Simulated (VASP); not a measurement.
Wanted: the native input for a VASP 6.6.1 run.

| Item | Value |
| --- | --- |
| Task | relaxation of cell and atoms |
| Functional | r2SCAN |
| Potentials or basis | VASP PAW PBE potentials, release 64 (Al) |
| Cutoff | 600 eV |
| k mesh | 10 × 10 × 10 |
| Occupations | fermi-dirac, width 0.1 eV |
| Spin | no spin polarisation |
| Dipole correction | no |
| Further INCAR settings | ALGO = Normal; EDIFF = 1e-06; IBRION = 2; EDIFFG = -0.01; NSW = 80; ISIF = 3 |

Al:

```
Al
1.0
     0.00000    2.81947    2.81947
     2.81947    0.00000    2.81947
     2.81947    2.81947    0.00000
Al
2
Direct
  0.12500 0.12500 0.12500
  0.87500 0.87500 0.87500
```

These files were run (other wordings do the same):

POSCAR

```
Al
1.0
    0.0000000000      2.8194727963      2.8194727963
    2.8194727963      0.0000000000      2.8194727963
    2.8194727963      2.8194727963      0.0000000000
Al
2
Direct
    0.1250000000      0.1250000000      0.1250000000
    0.8750000000      0.8750000000      0.8750000000
```

INCAR.step1

```
SYSTEM = Al
ALGO = Normal
EDIFF = 1E-4
ENCUT = 600
GGA = PE
ISMEAR = -1
LASPH = .TRUE.
LCHARG = .FALSE.
LREAL = .FALSE.
LWAVE = .TRUE.
NELM = 100
PREC = Accurate
SIGMA = 0.1
```

INCAR.step2

```
SYSTEM = Al
ALGO = Normal
EDIFF = 1E-6
EDIFFG = -0.01
ENCUT = 600
IBRION = 2
ISIF = 3
ISMEAR = -1
ISTART = 1
LASPH = .TRUE.
LCHARG = .FALSE.
LMIXTAU = .TRUE.
LREAL = .FALSE.
LWAVE = .FALSE.
METAGGA = R2SCAN
NELM = 100
NSW = 80
PREC = Accurate
SIGMA = 0.1
```

KPOINTS

```
k-points
0
G
  10 10 10
  0 0 0
```

Potentials or basis: VASP PAW PBE potentials, release 64 (Al).

Command:

```sh
$ cat potpaw_PBE.64/Al/POTCAR > POTCAR
$ cp INCAR.step1 INCAR
$ mpirun -np 1 vasp_std > vasp.out
$ cp INCAR.step2 INCAR
$ mpirun -np 1 vasp_std > vasp.out
```

It gave:

```yaml
Relaxed_volume: 27.28 Å³/atom
Relaxed_cell: a = 4.257 Å, b = 4.257 Å, c = 4.257 Å, α = 60.00°, β = 60.00°, γ = 60.00°
Space_group_after_relaxing_to_0.05_Å: Fd-3m (No. 227)
Energy_gained_by_relaxing: 152.7 meV/atom
Ionic_steps: 5
Pressure_after_relaxing: 0.0 GPa
Band_gap_on_the_k_mesh: zero (band 3 reaches 5.06 eV, above the bottom of band 4 at 1.40 eV)
```

Caveat: the volume moved by over 15 % at a fixed basis, so the end points are rough; the PAW data sets were made with another functional, which shifts forces and pressure a little.

Wall time 2.3 min on 1 thread of AMD EPYC 9R45 96-Core Processor (Zen 5), on a shared host, peak memory 0.16 GiB.
